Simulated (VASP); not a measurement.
## Nb2H3: relaxation of cell and atoms with PBE

Nb2H3:

```xyz
10
Lattice="5.8657 0.0000 0.0000 0.0000 5.8657 0.0000 0.0000 0.0000 3.1626" Properties=species:S:1:pos:R:3 pbc="T T T"
Nb    1.3315    1.3315    0.0000
Nb    4.5342    4.5342    0.0000
Nb    4.5342    1.3315    0.0000
Nb    1.3315    4.5342    0.0000
H     1.9678    1.9678    1.5813
H     3.8978    3.8978    1.5813
H     3.8978    1.9678    1.5813
H     1.9678    3.8978    1.5813
H     0.0000    2.9328    0.0000
H     2.9328    0.0000    0.0000
```

The cell was built from a structure type or drawn by symmetry, and may not be a known phase.

```json
{
 "Program": "VASP 6.6.1",
 "Task": "relaxation of cell and atoms",
 "Functional": "PBE",
 "Potentials or basis": "VASP PAW PBE potentials, release 64 (Nb_sv, H)",
 "Cutoff": "600 eV",
 "k mesh": "6 × 6 × 12",
 "Occupations": "gaussian, width 0.1 eV",
 "Spin": "no spin polarisation",
 "Dipole correction": "no",
 "Further INCAR settings": "ALGO = Normal; EDIFF = 1e-06; IBRION = 2; EDIFFG = -0.01; NSW = 100; ISIF = 3"
}
```

```yaml
Energy_gained_by_relaxing: 0.1 meV/atom
Ionic_steps: 5
Pressure_after_relaxing: 0.0 GPa
Largest_force_after_relaxing: 0.004 eV/Å
Band_gap_on_the_k_mesh: zero (bands 29 and 30 overlap by 1.36 eV)
```

Forces in eV/Å, atoms in the order of the input:
```
Nb   0.003  0.003  0.000
Nb  -0.003 -0.003  0.000
Nb  -0.003  0.003  0.000
Nb   0.003 -0.003  0.000
H    0.001  0.001  0.000
H   -0.001 -0.001  0.000
H   -0.001  0.001  0.000
H    0.001 -0.001  0.000
H    0.000  0.000  0.000
H    0.000  0.000  0.000
```

Step by step:
```tsv
step	energy change (eV)	largest force (eV/Å)	pressure (GPa)	volume (Å³)
1	0.0000	0.0232	-0.10	108.81
2	-0.0004	0.0301	0.06	108.70
3	-0.0004	0.0216	0.04	108.72
4	-0.0005	0.0138	0.03	108.75
5	-0.0005	0.0043	0.00	108.82
```

Final structure:
```
Nb H
1.0
     5.87275    0.00000    0.00000
     0.00000    5.87275    0.00000
     0.00000    0.00000    3.15506
Nb H
4 6
Cartesian
  1.3312 1.3312 3.1551
  4.5415 4.5415 0.0000
  4.5415 1.3312 0.0000
  1.3312 4.5415 0.0000
  1.9694 1.9694 1.5775
  3.9034 3.9034 1.5775
  3.9034 1.9694 1.5775
  1.9694 3.9034 1.5775
  0.0000 2.9364 0.0000
  2.9364 0.0000 0.0000
```

Levels at points of the mesh, in eV from the Fermi level:
```tsv
k point	band 25	band 26	band 27	band 28	band 29	band 30	band 31	band 32	band 33	band 34
(0.00, 0.00, 0.00)	-1.75	-1.75	-1.03	0.31	0.46	0.76	0.76	1.07	1.07	3.19
(0.50, 0.00, 0.00)	-1.26	-0.93	-0.06	0.46	0.55	0.86	0.97	1.10	1.66	1.72
(0.50, 0.50, 0.00)	-0.54	-0.41	-0.07	-0.07	0.38	0.94	0.94	1.02	1.46	1.47
(0.00, 0.00, 0.50)	-1.62	-1.38	-1.38	-1.29	-0.33	-0.33	1.42	1.42	2.42	3.10
(0.50, 0.00, 0.50)	-1.69	-1.41	-0.73	-0.55	-0.18	0.10	0.45	1.60	1.74	2.07
(0.50, 0.50, 0.50)	-1.04	-0.99	-0.13	-0.12	-0.07	0.26	0.51	0.51	0.59	1.39
```

It took 23 min on 1 thread of Intel Xeon 8259CL, with other jobs on the host, peak memory 0.42 GiB.
